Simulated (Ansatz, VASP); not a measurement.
## W: VASP beside Ansatz

```
W
1.0
    -1.58234    1.58234    1.58234
     1.58234   -1.58234    1.58234
     1.58234    1.58234   -1.58234
W
1
Direct
  0.00000 0.00000 0.00000
```

Alike in both runs: task relaxation of cell and atoms; functional PBE; k mesh 12 × 12 × 12; occupations fermi-dirac, width 0.05 eV; no spin polarisation.

```csv
,VASP,Ansatz
version,VASP 6.6.1,Ansatz 0.2.0
potentials or method,"VASP PAW PBE potentials, release 64 (W_sv), cutoff 600 eV","all-electron LAPW, scalar-relativistic"
```

|  | VASP | Ansatz | Ansatz less VASP |
| --- | --- | --- | --- |
| relaxed volume (Å³/atom) | 16.19 | 16.15 | -0.034 |
| relaxed cell length with the largest relative difference (Å) | 2.760 | 2.758 | -0.0020 |

Ansatz ran all-electron here, and VASP with PAW potentials.

Spin-orbit coupling is off throughout.
